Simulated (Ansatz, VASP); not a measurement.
# BeS in VASP and in Ansatz

```xyz
2
Lattice="0.0000 2.4381 2.4381 2.4381 0.0000 2.4381 2.4381 2.4381 0.0000" Properties=species:S:1:pos:R:3 pbc="T T T"
Be    0.0000    0.0000    0.0000
S     3.6571    3.6571    3.6571
```

Alike in both runs: task single point; functional r2SCAN; k mesh 8 × 8 × 8; occupations gaussian, width 0.02 eV; no spin polarisation.

```csv
,VASP,Ansatz
version,VASP 6.6.1,Ansatz 0.2.0
potentials or method,"VASP PAW PBE potentials, release 64 (Be, S), cutoff 520 eV","scalar-relativistic, plane waves, PAW"
valence electrons in the cell,8,8
```

|  | VASP | Ansatz | Ansatz less VASP |
| --- | --- | --- | --- |
| gap on the k mesh at the Fermi level (eV) | 3.61 | 3.60 | -0.009 |
| least direct gap on the mesh (eV) | 6.27 | 6.24 | -0.029 |
| pressure (GPa) | -0.2 | -0.4 | -0.27 |

VASP's potentials were made for PBE, not for r2SCAN. The functional is the same, so the differences come from potentials, cutoffs and numerics.
